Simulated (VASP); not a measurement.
# AlTl2AuC6N6 in VASP: further runs

Runs on AlTl2AuC6N6. Level: PBE. Tasks: single point.

All numbers are computed with VASP 6.6.1; they aren't measurements. Logs are shortened: lines on timing, memory, paths and dates and some standing lists are left out, and cuts for length are marked.

## (1) The cell of the first run

The typed cell holds 16 atoms: a = 8.248 Å, b = 8.014 Å, c = 8.017 Å, α = 74.21°, β = 59.03°, γ = 59.05°.

## (2) Single point, PBE

File INCAR:

```
PREC     = Accurate       # precision mode
ENCUT    = 700            # plane-wave cutoff, eV
EDIFF    = 1E-6           # SCF threshold, eV
ISMEAR   = 0              # smearing method
SIGMA    = 0.1            # smearing width, eV
LREAL    = Auto         
LASPH    = True           # aspherical terms in the spheres
NELM     = 120            # most SCF steps
ALGO     = Normal         # electronic algorithm
ISIF     = 2              # what is computed and relaxed
LWAVE    = False          # write WAVECAR
LCHARG   = True           # write CHGCAR
GGA      = PE             # functional
LELF     = True           # ELF
LVHAR    = True         
NBANDS   = 65             # bands
GGA_COMPAT= False
```

File KPOINTS:

```
regular mesh
0
Gamma
  2 2 2
```

File POSCAR:

```
AlTl2AuC6N6
1.0
    0.0017029006      5.8379551129      5.8260603955
    4.8838516947     -0.5002079239      6.3340236279
    4.8871517875      6.3344464823     -0.5084797643
Al Tl C Au N
1 2 6 1 6
Direct
    0.4999504191      0.5450868558      0.4549458464
    0.2172804575      0.1151675537      0.4498406526
    0.7827435401      0.5500656684      0.8847795898
    0.8153437555      0.1756072869      0.1940607380
    0.2114469620      0.7571773003      0.2426840265
    0.2151461579      0.3294923658      0.6701938175
    0.1847833155      0.8059233849      0.8244173297
    0.7848115009      0.3299696168      0.6703001044
    0.7885469544      0.7574045046      0.2428151059
    0.0001048332      0.8811047834      0.1188618367
    0.7038823631      0.3334127593      0.2590791277
    0.3278573807      0.6872880116      0.3125960342
    0.3290229613      0.4017127741      0.5980740248
    0.2961075671      0.7409638277      0.6666021226
    0.6709868280      0.4020349432      0.5981115627
    0.6719850039      0.6875883635      0.3126380805
```

Potentials or basis: VASP PAW PBE potentials, release 64 (Al, Tl_d, C, Au_sv_GW, N).

The run is started by

```console
> cat potpaw_PBE.64/Al/POTCAR potpaw_PBE.64/Tl_d/POTCAR potpaw_PBE.64/C/POTCAR potpaw_PBE.64/Au_sv_GW/POTCAR potpaw_PBE.64/N/POTCAR > POTCAR
> mpirun -np 1 vasp_std > vasp.out
```

OUTCAR:

```text
PREC = Accurate
   ENCUT = 700
   EDIFF = 1E-6
   ISMEAR = 0
   LREAL = Auto
   LASPH = True
   NELM = 120
   ISIF = 2
   GGA = PE

 ion  position               nearest neighbor table
   1  0.500  0.545  0.455-  13 1.98  15 1.98  16 1.98  12 1.98  14 1.99  11 1.99
   2  0.217  0.115  0.450-   6 2.77   8 2.77
   3  0.783  0.550  0.885-   8 2.77   6 2.77
   4  0.815  0.176  0.194-  11 1.18  10 2.09
   5  0.211  0.757  0.243-  12 1.17  10 2.12
   6  0.215  0.329  0.670-  13 1.17   2 2.77   3 2.77
   7  0.185  0.806  0.824-  14 1.18  10 2.09
   8  0.785  0.330  0.670-  15 1.17   3 2.77   2 2.77
   9  0.789  0.757  0.243-  16 1.17  10 2.11
  10  0.000  0.881  0.119-   7 2.09   4 2.09   9 2.11   5 2.12
  11  0.704  0.333  0.259-   4 1.18   1 1.99
  12  0.328  0.687  0.313-   5 1.17   1 1.98
  13  0.329  0.402  0.598-   6 1.17   1 1.98
  14  0.296  0.741  0.667-   7 1.18   1 1.99
  15  0.671  0.402  0.598-   8 1.17   1 1.98
  16  0.672  0.688  0.313-   9 1.17   1 1.98

  LATTYP: Found a triclinic cell.
 ALAT       =     8.0138673973
 B/A-ratio  =     1.7152692130
 C/A-ratio  =     1.7662290368
 COS(alpha) =     0.0045639182
 COS(beta)  =     0.4537511140
 COS(gamma) =     0.8574365117

  Lattice vectors:

 A1 = (   4.8838516947,  -0.5002079239,   6.3340236279)
 A2 = (   9.7660004888,  -6.8383709607,   6.8419868603)
 A3 = (   4.8888546881,  12.1724015952,   5.3175806312)

Analysis of symmetry for initial positions (statically):
=====================================================================
 Subroutine PRICEL returns:
 Original cell was already a primitive cell.

 Routine SETGRP: Setting up the symmetry group for a
 triclinic supercell.

 Subroutine GETGRP returns: Found  1 space group operations
 (whereof  1 operations were pure point group operations)
 out of a pool of  2 trial point group operations.

The static configuration has the point symmetry C_1 .

Analysis of symmetry for dynamics (positions and initial velocities):
=====================================================================
 Subroutine PRICEL returns:
 Original cell was already a primitive cell.

 Routine SETGRP: Setting up the symmetry group for a
 triclinic supercell.

 Subroutine GETGRP returns: Found  1 space group operations
 (whereof  1 operations were pure point group operations)
 out of a pool of  2 trial point group operations.

The dynamic configuration has the point symmetry C_1 .

 Subroutine INISYM returns: Found  1 space group operations
 (whereof  1 operations are pure point group operations),
 and found     1 'primitive' translations

----------------------------------------------------------------------------------------

                                     Primitive cell

  volume of cell :     389.6258

  direct lattice vectors                    reciprocal lattice vectors
     0.001702901  5.837955113  5.826060395    -0.102324294  0.085822530  0.085674733
     4.883851695 -0.500207924  6.334023628     0.102337542 -0.073079619  0.073198909
     4.887151787  6.334446482 -0.508479764     0.102385376  0.073000367 -0.073179334

  length of vectors
     8.247708926  8.013867397  8.016733531     0.158669240  0.145504926  0.145488947

  position of ions in fractional coordinates (direct lattice)
     0.499950419  0.545086856  0.454945846
     0.217280458  0.115167554  0.449840653
     0.782743540  0.550065668  0.884779590
     0.815343756  0.175607287  0.194060738
     0.211446962  0.757177300  0.242684027
     0.215146158  0.329492366  0.670193817
[... 8 lines left out ...]
     0.670986828  0.402034943  0.598111563
     0.671985004  0.687588363  0.312638081

  ion indices of the primitive-cell ions
   primitive index   ion index
                 1           1
                 2           2
                 3           3
                 4           4
                 5           5
                 6           6
[... 8 lines left out ...]
                15          15
                16          16

----------------------------------------------------------------------------------------

 KPOINTS: regular mesh

Automatic generation of k-mesh.
 Grid dimensions read from file:
 generate k-points for:    2    2    2

 Generating k-lattice:

  Cartesian coordinates                     Fractional coordinates (reciprocal lattice)
    -0.051162147  0.042911265  0.042837367     0.500000000  0.000000000  0.000000000
     0.051168771 -0.036539810  0.036599455    -0.000000000  0.500000000 -0.000000000
     0.051192688  0.036500183 -0.036589667     0.000000000  0.000000000  0.500000000

  Length of vectors
     0.079334620  0.072752463  0.072744473

  Shift w.r.t. Gamma in fractional coordinates (k-lattice)
     0.000000000  0.000000000  0.000000000

 Subroutine IBZKPT returns following result:
 ===========================================

 Found      8 irreducible k-points:

 Following reciprocal coordinates:
            Coordinates               Weight
  0.000000  0.000000  0.000000      1.000000
  0.500000  0.000000  0.000000      1.000000
 -0.000000  0.500000 -0.000000      1.000000
  0.500000  0.500000  0.000000      1.000000
  0.000000  0.000000  0.500000      1.000000
  0.500000  0.000000  0.500000      1.000000
  0.000000  0.500000  0.500000      1.000000
  0.500000  0.500000  0.500000      1.000000
   k-points           NKPTS =      8   k-points in BZ     NKDIM =      8   number of bands    NBANDS=     65
   number of dos      NEDOS =    301   number of ions     NIONS =     16
   total plane-waves  NPLWV = 352800
   dimension x,y,z NGX =    72 NGY =   70 NGZ =   70
   dimension x,y,z NGXF=   144 NGYF=  140 NGZF=  140
   ions per type =               1   2   6   1   6
   NGX,Y,Z   is equivalent  to a cutoff of  14.51, 14.52, 14.52 a.u.
   NGXF,Y,Z  is equivalent  to a cutoff of  29.03, 29.04, 29.03 a.u.
 SYSTEM =  unknown system
   PREC   = accura    normal or accurate (medium, high low for compatibility)
   ISTART =      0    job   : 0-new  1-cont  2-samecut
   ICHARG =      2    charge: 1-file 2-atom 10-const
   ISPIN  =      1    spin polarized calculation?
   LNONCOLLINEAR =      F non collinear calculations
   LSORBIT =      F    spin-orbit coupling
   LASPH  =      T    aspherical Exc in radial PAW
   ENCUT  =  700.0 eV  51.45 Ry    7.17 a.u.  17.79 17.29 17.29*2*pi/ulx,y,z
   NELM   =    120;   NELMIN=  2; NELMDL= -5     # of ELM steps
   EDIFF  = 0.1E-05   stopping-criterion for ELM
   LREAL  =      T    real-space projection
   EDIFFG = 0.1E-04   stopping-criterion for IOM
   NSW    =      0    number of steps for IOM
   IBRION =     -1    ionic relax: 0-MD 1-quasi-New 2-CG
   NFREE  =      0    steps in history (QN), initial steepest desc. (CG)
   ISIF   =      2    stress and relaxation
   ISYM   =      2    0-nonsym 1-usesym 2-fastsym
   POTIM  = 0.5000    time-step for ionic-motion
   TEBEG  =    0.0;   TEEND  =   0.0 temperature during run
   PSTRESS=    0.0 pullay stress
   NELECT =     102.0000    total number of electrons
   NUPDOWN=      -1.0000    fix difference up-down
   EMIN   =  10.00;   EMAX   =-10.00  energy-range for DOS
   EFERMI =   0.00;   METHOD = LEGACY
   ISMEAR =     0;   SIGMA  =   0.10  broadening in eV -4-tet -1-fermi 0-gaus
   EFERMI_NEDOS =   21; number of points for ismear=-14 and -15
   IALGO  =     38    algorithm
   IMIX   =      4    mixing-type and parameters
     AMIX     =   0.40;   BMIX     =  1.00
     AMIX_MAG =   1.60;   BMIX_MAG =  1.00
  volume/ion in A,a.u.               =      24.35       164.33
  Fermi-wavevector in a.u.,A,eV,Ry     =   1.047271  1.979055 14.922544  1.096776
  Thomas-Fermi vector in A             =   2.182144
   LORBIT       =      0    0 simple, 1 ext, 2 COOP (PROOUT), +10 PAW based schemes
   GGA     = PE    functional components
   LHFCALC =     F    Hartree Fock is set to
   AEXX    =    0.0000 exact exchange contribution
   IVDW    =     0    specifies the selected vdW correction
   LEPSILON=     F    determine dielectric tensor
   LRPA    =     F    only Hartree local field effects (RPA)
 non-spin polarized calculation
 Gauss-broadening in eV      SIGMA  =   0.10
  energy-cutoff  :      700.00
  volume of cell :      389.63
 maximum number of plane-waves:     16427
 NGX is ok and might be reduce to    72

 number of electron     102.0000002 magnetization

 Free energy of the ion-electron system (eV)
  ---------------------------------------------------
  ext. energy  EPLUGINS =         0.00000000
  ---------------------------------------------------
  free energy    TOTEN  =      -112.79780244 eV

  energy without entropy =     -112.79780244  energy(sigma->0) =     -112.79780244

 E-fermi :  -0.1400     XC(G=0):  -6.9366

 val. band max:       -0.7032431719   @ k =   0.5000   0.0000   0.5000
 cond. band min:       2.2767252373   @ k =   0.0000   0.5000   0.5000
 fundamental gap:      2.9799684092
 Fermi energy:        -0.1399989068

 k-point     1 :       0.0000    0.0000    0.0000
  band No.  band energies     occupation
      1    -105.2814      2.00000
      2     -56.6152      2.00000
      3     -56.5638      2.00000
      4     -56.5238      2.00000
      5     -18.2283      2.00000
      6     -17.9561      2.00000
[... 55 lines left out ...]
     62       4.4850      0.00000
     63       4.7874      0.00000

 k-point     2 :       0.5000    0.0000    0.0000
  band No.  band energies     occupation
      1    -105.2814      2.00000
      2     -56.6152      2.00000
      3     -56.5638      2.00000
      4     -56.5238      2.00000
      5     -18.2158      2.00000
      6     -17.9636      2.00000
[... 55 lines left out ...]
     62       4.3657      0.00000
     63       4.6379      0.00000

 k-point     3 :      -0.0000    0.5000   -0.0000
  band No.  band energies     occupation
      1    -105.2814      2.00000
      2     -56.6152      2.00000
      3     -56.5638      2.00000
      4     -56.5238      2.00000
      5     -18.2192      2.00000
      6     -17.9562      2.00000
[... 319 lines left out ...]
     62       4.2151      0.00000
     63       4.3201      0.00000

 k-point     8 :       0.5000    0.5000    0.5000
  band No.  band energies     occupation
      1    -105.2814      2.00000
      2     -56.6152      2.00000
      3     -56.5638      2.00000
      4     -56.5238      2.00000
      5     -18.2158      2.00000
      6     -17.9637      2.00000
[... 55 lines left out ...]
     62       4.3653      0.00000
     63       4.6361      0.00000
 [bands above 63 left out]

------------------------ aborting loop because EDIFF is reached ----------------------------------------

  FORCE on cell =-STRESS in cart. coord.  units (eV):
  Direction    XX          YY          ZZ          XY          YZ          ZX
  --------------------------------------------------------------------------------------
  -------------------------------------------------------------------------------------
  Total        0.2593935      0.6290970      0.6513964      0.0093440     -0.0480332      0.0075784
  in kB        1.0666501      2.5869048      2.6786021      0.0384235     -0.1975171      0.0311631
  external PRESSURE =       2.1107190 kB  Pullay stress =       0.0000000 kB

 VOLUME and BASIS-vectors are now :
 -----------------------------------------------------------------------------
  energy-cutoff  :      700.00
  volume of cell :      389.63
      direct lattice vectors                 reciprocal lattice vectors
     0.001702901  5.837955113  5.826060395    -0.102324294  0.085822530  0.085674733
     4.883851695 -0.500207924  6.334023628     0.102337542 -0.073079619  0.073198909
     4.887151787  6.334446482 -0.508479764     0.102385376  0.073000367 -0.073179334

 POSITION                                       TOTAL-FORCE (eV/Angst)
 -----------------------------------------------------------------------------------
      4.88636      5.52786      6.13400        -0.001086     -0.004059      0.004707
      2.76127      4.06036      1.76663         0.006844     -0.001072     -0.006064
      7.01182      9.89906      7.59455        -0.003216      0.006989      0.002625
      1.80743      5.90137      5.76387        -0.303900      0.085019     -0.084290
      4.88434      2.39294      5.90448        -0.000392     -0.324729     -0.056891
      4.88490      5.33651      2.99969        -0.000446     -0.053485     -0.360603
[... 8 lines left out ...]
      4.88768      7.50480      6.15158         0.000682     -0.387240     -0.052443
      4.88713      5.55947      8.11126         0.000258     -0.055339     -0.345731
 -----------------------------------------------------------------------------------
    total drift:                                0.003614      0.011521     -0.008682

  FREE ENERGIE OF THE ION-ELECTRON SYSTEM (eV)
  ---------------------------------------------------
  free  energy   TOTEN  =      -112.7978024409 eV

  energy  without entropy=     -112.7978024409  energy(sigma->0) =     -112.79780244
```

Run time: 17 min. Hardware: 1 thread of AMD EPYC 7R13 (Zen 3), shared host; peak memory 0.81 GiB.

What came out:

```
Free energy            : -112.7978 eV
Pressure               : 0.2 GPa
Largest force          : 0.391 eV/Å
Band gap on the k mesh : 2.98 eV (least direct gap 3.04 eV)
```

Forces on the atoms (eV/Å):
```
Al  -0.001 -0.004  0.005
Tl   0.007 -0.001 -0.006
Tl  -0.003  0.007  0.003
C   -0.304  0.085 -0.084
C    0.000 -0.325 -0.057
C    0.000 -0.053 -0.361
C    0.305  0.085 -0.085
C    0.000  0.362  0.053
C   -0.001  0.057  0.324
Au   0.000  0.000  0.002
N    0.317 -0.084  0.082
N   -0.001  0.345  0.055
N    0.000  0.052  0.386
N   -0.319 -0.083  0.082
N    0.001 -0.387 -0.052
N    0.000 -0.055 -0.346
```

Caveat: the k points lie up to 0.50 Å⁻¹ apart; spin-orbit coupling is left out, which moves the levels of the heavy elements.

## (3) Single point, PBE

This run uses another cell than the first one, of the same volume but with other edges.

File INCAR:

```
SYSTEM = AlTl2AuC6N6
PREC = Accurate
ENCUT = 700
EDIFF = 1E-6
ISMEAR = 0
SIGMA = 0.1
LREAL = Auto
LASPH = .TRUE.
NELM = 120
ALGO = Normal
ISIF = 2
LWAVE = .FALSE.
LCHARG = .FALSE.
GGA = PE
NBANDS = 65
GGA_COMPAT = .FALSE.
```

File KPOINTS:

```
regular mesh
0
G
  4 4 4
  0 0 0
```

File POSCAR:

```
AlTl2AuC6N6
1.0
   -4.1238544631      4.8846506511      4.8356065911
    4.1238544631     -4.8846506511      4.8356065911
    4.1238544631      4.8846506511     -4.8356065911
Al Tl C Au N
1 2 6 1 6
Direct
    0.9548962655      0.9548962655      0.0000000000
    0.9497910717      0.6673033197      0.2824877520
    0.3848155677      0.6673033197      0.7175122480
    0.6940111571      0.0091934957      0.6848176613
    0.7427201333      0.4541309884      0.7114108552
    0.1703174960      0.8853399754      0.7150224793
    0.3243758344      0.0091934957      0.3151823387
    0.1703174960      0.4552950167      0.2849775207
    0.7427201333      0.0313092781      0.2885891448
    0.6188452968      0.1188452968      0.5000000000
    0.7590295467      0.9627999544      0.7962295924
    0.8126207815      0.6404534149      0.8278326334
    0.0981473955      0.9270969861      0.8289495906
    0.1665703620      0.9627999544      0.2037704076
    0.0981473955      0.2691978049      0.1710504094
    0.8126207815      0.9847881481      0.1721673666
```

Potentials or basis: VASP PAW PBE potentials, release 64 (Al, Tl_d, C, Au_sv_GW, N).

The run is started by

```console
> cat potpaw_PBE.64/Al/POTCAR potpaw_PBE.64/Tl_d/POTCAR potpaw_PBE.64/C/POTCAR potpaw_PBE.64/Au_sv_GW/POTCAR potpaw_PBE.64/N/POTCAR > POTCAR
> mpirun -np 1 vasp_std > vasp.out
```

Run time: 17 min. Hardware: 1 thread of AMD EPYC 9R45 (Zen 5), shared host; peak memory 0.95 GiB.

Results (log left out):

| Item | Value |
| --- | --- |
| Free energy | -112.8003 eV |
| Pressure | 0.2 GPa |
| Largest force | 0.377 eV/Å |
| Band gap on the k mesh | 2.96 eV (least direct gap 3.03 eV) |

Forces on the atoms (eV/Å):
```
Al   0.000  0.000  0.002
Tl   0.000  0.004  0.002
Tl   0.000 -0.004  0.002
C    0.000 -0.303  0.122
C   -0.300  0.000 -0.206
C   -0.272  0.000  0.202
C    0.000  0.303  0.122
C    0.272  0.000  0.202
C    0.300  0.000 -0.206
Au   0.000  0.000  0.000
N    0.000  0.316 -0.116
N    0.308  0.000  0.218
N    0.289  0.000 -0.222
N    0.000 -0.316 -0.116
N   -0.289  0.000 -0.222
N   -0.308  0.000  0.218
```

Stress tensor (GPa, compression positive):
```
0.23 0.00 0.00
0.00 0.10 0.00
0.00 0.00 0.26
```

Levels at points of the mesh, in eV from the valence-band top:
| k point | band 47 | band 48 | band 49 | band 50 | band 51 | band 52 | band 53 | band 54 | band 55 | band 56 |
| --- | --- | --- | --- | --- | --- | --- | --- | --- | --- | --- |
| (0.00, 0.00, 0.00) | -2.17 | -1.62 | -0.57 | -0.38 | -0.05 | 3.07 | 3.09 | 3.35 | 3.90 | 4.01 |
| (0.50, 0.00, 0.00) | -1.99 | -1.46 | -0.40 | -0.31 | -0.14 | 3.10 | 3.16 | 3.27 | 3.86 | 4.30 |
| (0.00, 0.50, 0.00) | -2.06 | -1.43 | -0.39 | -0.29 | -0.02 | 3.02 | 3.26 | 3.58 | 4.04 | 4.09 |
| (0.50, 0.50, 0.00) | -2.00 | -1.44 | -0.45 | -0.24 | -0.05 | 3.07 | 3.34 | 3.48 | 3.75 | 4.14 |
| (0.50, 0.50, 0.50) | -1.91 | -1.51 | -0.25 | -0.21 | -0.17 | 2.96 | 3.29 | 3.71 | 4.04 | 4.24 |

Caveat: spin-orbit coupling is left out, which moves the levels of the heavy elements. A k mesh can miss the band edges.
